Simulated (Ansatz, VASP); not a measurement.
Hg2O in VASP and in Ansatz

The input INCAR:

```
PREC = Accurate
ENCUT = 520
EDIFF = 1E-7
ISMEAR = 0
SIGMA = 0.2
LREAL = False
LASPH = True
NELM = 100
ALGO = Normal
ISIF = 2
LWAVE = False
LCHARG = False
GGA = PE
NBANDS = 39
```

KPOINTS

```
Automatic mesh
0
Gamma
  6 4 4
```

The input POSCAR:

```
Hg2O
1.0
   -3.6378974639      0.1827685388      0.0320455567
   -0.8754537787     -0.8184399054     -5.0625367950
   -0.5362404368     -7.2637861230      0.1324853433
Hg O
4 2
Direct
    0.7162826046      0.7988285038      0.8450298670
    0.7162826046      0.7988285038      0.3450298670
    0.0870507822      0.3690053369      0.5303595591
    0.0870507822      0.3690053369      0.0303595591
    0.5666279931      0.0838808094      0.6051708989
    0.5666279931      0.0838808094      0.1051708989
```

Input for Ansatz:

```yaml
crystal:
  lattice:
    - [-3.6378974639, 0.1827685388, 0.0320455567]
    - [-0.8754537787, -0.8184399054, -5.062536795]
    - [-0.5362404368, -7.263786123, 0.1324853433]
  atoms:
    - { symbol: Hg, position: [0.7162826046, 0.7988285038, 0.845029867] }
    - { symbol: Hg, position: [0.7162826046, 0.7988285038, 0.345029867] }
    - { symbol: Hg, position: [0.0870507822, 0.3690053369, 0.5303595591] }
    - { symbol: Hg, position: [0.0870507822, 0.3690053369, 0.0303595591] }
    - { symbol: O, position: [0.5666279931, 0.0838808094, 0.6051708989] }
    - { symbol: O, position: [0.5666279931, 0.0838808094, 0.1051708989] }
basis:
  ecutwfc: 420
kpoints:
  mp_grid: { grid: [6, 4, 4] }
hamiltonian:
  xc: pbe
scf:
  occupations: { method: gaussian, width: 0.2 }
  lower_state_search: "off"
output:
  forces: true
  stress: true
  eigenvalues: true
```

Alike in both runs: task single point; functional PBE; k mesh 6 × 4 × 4; occupations gaussian, width 0.2 eV; no spin polarisation.

|  | VASP | Ansatz |
| --- | --- | --- |
| version | VASP 6.6.1 | Ansatz 0.2.0 |
| potentials or method | VASP PAW PBE potentials, release 64 (Hg, O), cutoff 520 eV | scalar-relativistic, plane waves, PAW |
| valence electrons in the cell | 60 | 92 |

```tsv
	VASP	Ansatz	Ansatz less VASP
gap on the k mesh at the Fermi level (eV)	none	none	-
pressure (GPa)	0.7	0.0	-0.74
traceless stress, the component that is largest in VASP (GPa)	-0.70	-0.05	+0.645
rms of the force components (eV/Å)	0.046	0.007	-0.0393
```

Atom by atom the forces differ by 0.044 eV/Å (rms over components). A gap of «none» marks a metal or a gap that the smearing closes. With one functional, cell and mesh, what is left measures potentials, basis and numerics. VASP's potentials hold 60 valence electrons a cell and Ansatz's 92, so a difference there can come from the potentials and not from the codes.

Neither program's run includes spin-orbit coupling.
